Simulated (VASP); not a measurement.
# Sb (Pm-3m) in VASP: notebook

The runs below take Sb through density of states, with PBE, LDA.

Program: VASP 6.6.1. These are calculated values, not measurements. Logs are shortened: lines on timing, memory, paths and dates and some standing lists are left out, and cuts for length are marked.

### 1 The cell of the first run

Symmetry: Pm-3m, No. 221, cubic system. Conventional cell: a = 3.110 Å, b = 3.110 Å, c = 3.110 Å, α = 90.00°, β = 90.00°, γ = 90.00°. Within 4.1 Å of Sb (site symmetry m-3m) lie 6 Sb at 3.11 Å.

### 2 Density of states, PBE

POSCAR reads:

```
Sb
1.0
    3.1095603946      0.0000000000      0.0000000000
    0.0000000000      3.1095603946      0.0000000000
    0.0000000000      0.0000000000      3.1095455702
Sb
1
Direct
    0.0000000000      0.0000000000      0.0000000000
```

INCAR.step1 reads:

```
SYSTEM = Sb
PREC = Accurate
ENCUT = 520
EDIFF = 1E-6
ISMEAR = 0
SIGMA = 0.1
LREAL = .False.
LASPH = .True.
NELM = 80
ALGO = Normal
ISIF = 2
LWAVE = .False.
LCHARG = .True.
GGA = PE
NBANDS = 8
```

KPOINTS.step1 reads:

```
Automatic mesh
0
Gamma
  18 18 18
  0 0 0
```

INCAR.step2 reads:

```
SYSTEM = Sb
PREC = Accurate
ENCUT = 520
EDIFF = 1E-6
ISMEAR = -5
SIGMA = 0.1
LREAL = .False.
LASPH = .True.
NELM = 80
ALGO = Normal
ISIF = 2
LWAVE = .False.
LCHARG = .False.
GGA = PE
LORBIT = 10
NEDOS = 1001
ICHARG = 11
```

KPOINTS.step2 reads:

```
Automatic mesh
0
Gamma
  27 27 27
  0 0 0
```

Potentials or basis: VASP PAW PBE potentials, release 64 (Sb).

The run is started by

```
> cat potpaw_PBE.64/Sb/POTCAR > POTCAR
> cp INCAR.step1 INCAR
> cp KPOINTS.step1 KPOINTS
> mpirun -np 1 vasp_std > vasp.out
> cp INCAR.step2 INCAR
> cp KPOINTS.step2 KPOINTS
> mpirun -np 1 vasp_std > vasp.out
```

OUTCAR:

```text
SYSTEM = Sb
   PREC = Accurate
   ENCUT = 520
   EDIFF = 1E-6
   ISMEAR = -5
   LREAL = .False.
   LASPH = .True.
   NELM = 80
   ISIF = 2
   GGA = PE
   LORBIT = 10
   ICHARG = 11

 ion  position               nearest neighbor table
   1  0.000  0.000  0.000-

  LATTYP: Found a simple cubic cell.
 ALAT       =     3.1095603946

  Lattice vectors:

 A1 = (   3.1095603946,   0.0000000000,   0.0000000000)
 A2 = (   0.0000000000,   3.1095603946,   0.0000000000)
 A3 = (   0.0000000000,   0.0000000000,   3.1095455702)

Analysis of symmetry for initial positions (statically):
=====================================================================
 Subroutine PRICEL returns:
 Original cell was already a primitive cell.

 Routine SETGRP: Setting up the symmetry group for a
 simple cubic supercell.

 Subroutine GETGRP returns: Found 48 space group operations
 (whereof 48 operations were pure point group operations)
 out of a pool of 48 trial point group operations.

The static configuration has the point symmetry O_h .

Analysis of symmetry for dynamics (positions and initial velocities):
=====================================================================
 Subroutine PRICEL returns:
 Original cell was already a primitive cell.

 Routine SETGRP: Setting up the symmetry group for a
 simple cubic supercell.

 Subroutine GETGRP returns: Found 48 space group operations
 (whereof 48 operations were pure point group operations)
 out of a pool of 48 trial point group operations.

The dynamic configuration has the point symmetry O_h .

 Subroutine INISYM returns: Found 48 space group operations
 (whereof 48 operations are pure point group operations),
 and found     1 'primitive' translations

----------------------------------------------------------------------------------------

                                     Primitive cell

  volume of cell :      30.0673

  direct lattice vectors                    reciprocal lattice vectors
     3.109560395  0.000000000  0.000000000     0.321588866  0.000000000  0.000000000
     0.000000000  3.109560395  0.000000000     0.000000000  0.321588866  0.000000000
     0.000000000  0.000000000  3.109545570     0.000000000  0.000000000  0.321590399

  length of vectors
     3.109560395  3.109560395  3.109545570     0.321588866  0.321588866  0.321590399

  position of ions in fractional coordinates (direct lattice)
     0.000000000  0.000000000  0.000000000

  ion indices of the primitive-cell ions
   primitive index   ion index
                 1           1

----------------------------------------------------------------------------------------

 KPOINTS: Automatic mesh

Automatic generation of k-mesh.
 Grid dimensions read from file:
 generate k-points for:   27   27   27

 Generating k-lattice:

  Cartesian coordinates                     Fractional coordinates (reciprocal lattice)
     0.011910699  0.000000000  0.000000000     0.037037037  0.000000000  0.000000000
     0.000000000  0.011910699  0.000000000     0.000000000  0.037037037  0.000000000
     0.000000000  0.000000000  0.011910756     0.000000000  0.000000000  0.037037037

  Length of vectors
     0.011910699  0.011910699  0.011910756

  Shift w.r.t. Gamma in fractional coordinates (k-lattice)
     0.000000000  0.000000000  0.000000000

 TETIRR: Found   9803 inequivalent tetrahedra from   118098

 Subroutine IBZKPT returns following result:
 ===========================================

 Found    560 irreducible k-points:

 Following reciprocal coordinates:
            Coordinates               Weight
  0.000000  0.000000  0.000000      1.000000
  0.037037  0.000000  0.000000      6.000000
  0.074074  0.000000  0.000000      6.000000
  0.111111  0.000000  0.000000      6.000000
  0.148148  0.000000  0.000000      6.000000
  0.185185  0.000000  0.000000      6.000000
[... 16 lines left out ...]
  0.333333  0.037037  0.000000     24.000000
  0.370370  0.037037  0.000000     24.000000
 [... further k-points ...]
   k-points           NKPTS =    560   k-points in BZ     NKDIM =    560   number of bands    NBANDS=      6
   number of dos      NEDOS =   1001   number of ions     NIONS =      1
   total plane-waves  NPLWV =  13824
   dimension x,y,z NGX =    24 NGY =   24 NGZ =   24
   dimension x,y,z NGXF=    48 NGYF=   48 NGZF=   48
   ions per type =               1
   NGX,Y,Z   is equivalent  to a cutoff of  12.83, 12.83, 12.83 a.u.
   NGXF,Y,Z  is equivalent  to a cutoff of  25.66, 25.66, 25.66 a.u.
 SYSTEM =  Sb
   PREC   = accura    normal or accurate (medium, high low for compatibility)
   ISTART =      0    job   : 0-new  1-cont  2-samecut
   ICHARG =     11    charge: 1-file 2-atom 10-const
   ISPIN  =      1    spin polarized calculation?
   LNONCOLLINEAR =      F non collinear calculations
   LSORBIT =      F    spin-orbit coupling
   LASPH  =      T    aspherical Exc in radial PAW
   ENCUT  =  520.0 eV  38.22 Ry    6.18 a.u.   5.78  5.78  5.78*2*pi/ulx,y,z
   NELM   =     80;   NELMIN=  2; NELMDL=  0     # of ELM steps
   EDIFF  = 0.1E-05   stopping-criterion for ELM
   LREAL  =      F    real-space projection
   EDIFFG = 0.1E-04   stopping-criterion for IOM
   NSW    =      0    number of steps for IOM
   IBRION =     -1    ionic relax: 0-MD 1-quasi-New 2-CG
   NFREE  =      0    steps in history (QN), initial steepest desc. (CG)
   ISIF   =      2    stress and relaxation
   ISYM   =      2    0-nonsym 1-usesym 2-fastsym
   POTIM  = 0.5000    time-step for ionic-motion
   TEBEG  =    0.0;   TEEND  =   0.0 temperature during run
   PSTRESS=    0.0 pullay stress
   NELECT =       5.0000    total number of electrons
   NUPDOWN=      -1.0000    fix difference up-down
   EMIN   =  10.00;   EMAX   =-10.00  energy-range for DOS
   EFERMI =   0.00;   METHOD = LEGACY
   ISMEAR =    -5;   SIGMA  =   0.10  broadening in eV -4-tet -1-fermi 0-gaus
   EFERMI_NEDOS =   21; number of points for ismear=-14 and -15
   IALGO  =     38    algorithm
   IMIX   =      4    mixing-type and parameters
     AMIX     =   0.40;   BMIX     =  1.00
     AMIX_MAG =   1.60;   BMIX_MAG =  1.00
  volume/ion in A,a.u.               =      30.07       202.90
  Fermi-wavevector in a.u.,A,eV,Ry     =   0.900257  1.701239 11.027015  0.810463
  Thomas-Fermi vector in A             =   2.023192
   LORBIT       =     10    0 simple, 1 ext, 2 COOP (PROOUT), +10 PAW based schemes
   GGA     = PE    functional components
   LHFCALC =     F    Hartree Fock is set to
   AEXX    =    0.0000 exact exchange contribution
   IVDW    =     0    specifies the selected vdW correction
   LEPSILON=     F    determine dielectric tensor
   LRPA    =     F    only Hartree local field effects (RPA)
 non-spin polarized calculation
 Fermi weights with tetrahedron method with Bloechl corrections
  energy-cutoff  :      520.00
  volume of cell :       30.07
 maximum number of plane-waves:       840
 NGX is ok and might be reduce to    24

 number of electron       5.0000004 magnetization

 Free energy of the ion-electron system (eV)
  ---------------------------------------------------
  ext. energy  EPLUGINS =         0.00000000
  ---------------------------------------------------
  free energy    TOTEN  =        -4.09238216 eV

  energy without entropy =       -4.09238216  energy(sigma->0) =       -4.09238216

 E-fermi :   7.0300     XC(G=0):  -9.5902

 val. band max:        7.0761768735   @ k =   0.3704   0.2593   0.2593
 cond. band min:       6.9335239183   @ k =   0.2963   0.2963   0.2963
 fundamental gap:     -0.1426529551
 Fermi energy:         7.0300068292

 k-point     1 :       0.0000    0.0000    0.0000
  band No.  band energies     occupation
      1      -5.2895      2.00000
      2      10.2831      0.00000
      3      10.2831      0.00000
      4      10.2833      0.00000
      5      13.9474      0.00000
      6      13.9474      0.00000

 k-point     2 :       0.0370    0.0000    0.0000
  band No.  band energies     occupation
      1      -5.2697      2.00000
      2       9.9886      0.00000
      3      10.3027      0.00000
      4      10.3028      0.00000
      5      13.9631      0.00000
      6      14.1649      0.00000

 k-point     3 :       0.0741    0.0000    0.0000
  band No.  band energies     occupation
      1      -5.2106      2.00000
      2       9.2901      0.00000
      3      10.3608      0.00000
      4      10.3609      0.00000
      5      14.0102      0.00000
      6      14.5363      0.00000

 k-point     4 :       0.1111    0.0000    0.0000
  band No.  band energies     occupation
      1      -5.1125      2.00000
      2       8.4281      0.00000
      3      10.4565      0.00000
      4      10.4566      0.00000
      5      14.0885      0.00000
      6      14.7879      0.00000

 k-point     5 :       0.1481    0.0000    0.0000
  band No.  band energies     occupation
      1      -4.9763      2.00000
      2       7.5171      0.03452
      3      10.5876      0.00000
      4      10.5877      0.00000
      5      14.1976      0.00000
      6      14.9752      0.00000
[... 136 lines left out ...]
 k-point    21 :       0.2593    0.0370    0.0000
  band No.  band energies     occupation
      1      -4.3371      2.00000
      2       4.8900      2.00000
      3      10.8670      0.00000
      4      11.1764      0.00000
      5      14.8565      0.00000
      6      15.7585      0.00000

 k-point    22 :       0.2963    0.0370    0.0000
  band No.  band energies     occupation
      1      -4.0722      2.00000
      2       4.0946      2.00000
      3      11.0982      0.00000
      4      11.4046      0.00000
      5      15.0778      0.00000
      6      16.0078      0.00000

 k-point    23 :       0.3333    0.0370    0.0000
  band No.  band energies     occupation
      1      -3.7899      2.00000
      2       3.3645      2.00000
      3      11.3346      0.00000
      4      11.6362      0.00000
      5      15.3184      0.00000
      6      16.2790      0.00000

 k-point    24 :       0.3704    0.0370    0.0000
  band No.  band energies     occupation
      1      -3.5040      2.00000
      2       2.7170      2.00000
      3      11.5620      0.00000
      4      11.8573      0.00000
      5      15.5695      0.00000
      6      16.5617      0.00000

 [... further k-points ...]
[... 5 lines left out ...]
  --------------------------------------------------------------------------------------
  -------------------------------------------------------------------------------------
  Total       -0.0305411     -0.0305411     -0.0305408     -0.0000000     -0.0000000      0.0000000
  in kB       -1.6274211     -1.6274211     -1.6274056     -0.0000000     -0.0000000      0.0000000
  external PRESSURE =      -1.6274160 kB  Pullay stress =       0.0000000 kB

 VOLUME and BASIS-vectors are now :
 -----------------------------------------------------------------------------
  energy-cutoff  :      520.00
  volume of cell :       30.07
      direct lattice vectors                 reciprocal lattice vectors
     3.109560395  0.000000000  0.000000000     0.321588866  0.000000000  0.000000000
     0.000000000  3.109560395  0.000000000     0.000000000  0.321588866  0.000000000
     0.000000000  0.000000000  3.109545570     0.000000000  0.000000000  0.321590399

 POSITION                                       TOTAL-FORCE (eV/Angst)
 -----------------------------------------------------------------------------------
      0.00000      0.00000      0.00000         0.000000      0.000000      0.000000
 -----------------------------------------------------------------------------------
    total drift:                               -0.000000      0.000000      0.000000

  FREE ENERGIE OF THE ION-ELECTRON SYSTEM (eV)
  ---------------------------------------------------
  free  energy   TOTEN  =        -4.0923821571 eV

  energy  without entropy=       -4.0923821571  energy(sigma->0) =       -4.09238216

 total charge

# of ion       s       p       d       tot
------------------------------------------
    1        1.213   1.116   0.035   2.365
```

It took 37 s on 1 thread of Intel Xeon 6975P-C, shared host; peak memory 0.23 GiB.

What came out:

```
Valence electrons inside the program's atomic spheres : Sb 2.37
```

Levels at points of the mesh, in eV from the Fermi level:
```
           k point  band 1  band 2  band 3  band 4  band 5
(0.00, 0.00, 0.00)  -12.32    3.25    3.25    3.25    6.92
```

Caveat: spin-orbit coupling is left out, which moves the levels of the heavy elements; tetrahedron occupations give inexact forces and stress in metals.

### 3 Density of states, LDA

POSCAR is that of step 2.

INCAR.step1 reads:

```
SYSTEM = Sb
PREC     = Accurate       ! precision mode
ENCUT    = 520            ! plane-wave cutoff, eV
EDIFF    = 1E-6           ! SCF threshold, eV
ISMEAR   = 0              ! smearing method
SIGMA    = 0.1            ! smearing width, eV
LREAL    = .FALSE.        ! projectors in reciprocal space
LASPH    = .TRUE.         ! aspherical terms in the spheres
NELM     = 100            ! most SCF steps
ALGO     = Normal         ! electronic algorithm
ISIF     = 2              ! what is computed and relaxed
LWAVE    = .FALSE.        ! write WAVECAR
LCHARG   = .TRUE.         ! write CHGCAR
GGA      = CA             ! functional
NBANDS   = 8              ! bands
```

KPOINTS.step1 reads:

```
regular mesh
0
G
  18 18 18
  0 0 0
```

INCAR.step2 reads:

```
SYSTEM = Sb
PREC     = Accurate       ! precision mode
ENCUT    = 520            ! plane-wave cutoff, eV
EDIFF    = 1E-6           ! SCF threshold, eV
ISMEAR   = -5             ! smearing method
SIGMA    = 0.1            ! smearing width, eV
LREAL    = .FALSE.        ! projectors in reciprocal space
LASPH    = .TRUE.         ! aspherical terms in the spheres
NELM     = 100            ! most SCF steps
ALGO     = Normal         ! electronic algorithm
ISIF     = 2              ! what is computed and relaxed
LWAVE    = .FALSE.        ! write WAVECAR
LCHARG   = .FALSE.        ! write CHGCAR
GGA      = CA             ! functional
LORBIT   = 11             ! projections on sites
NEDOS    = 1001           ! points of the DOS
ICHARG   = 11             ! starting density
```

KPOINTS.step2 reads:

```
regular mesh
0
G
  27 27 27
  0 0 0
```

Potentials or basis: VASP PAW LDA potentials, release 64 (Sb).

The run is started by

```
> cat potpaw_LDA.64/Sb/POTCAR > POTCAR
> cp INCAR.step1 INCAR
> cp KPOINTS.step1 KPOINTS
> mpirun -np 1 vasp_std > vasp.out
> cp INCAR.step2 INCAR
> cp KPOINTS.step2 KPOINTS
> mpirun -np 1 vasp_std > vasp.out
```

It took 32 s on 1 thread of Intel Xeon 6975P-C, shared host; peak memory 0.23 GiB.

Results (log left out):

```yaml
Valence_electrons_inside_the_program's_atomic_spheres: Sb 2.39
```

Levels at points of the mesh, in eV from the Fermi level:
```
           k point  band 1  band 2  band 3  band 4  band 5  band 6
(0.00, 0.00, 0.00)  -12.33    3.22    3.22    3.22    6.91    6.91
```

Caveat: spin-orbit coupling is left out, which moves the levels of the heavy elements; tetrahedron occupations give inexact forces and stress in metals.
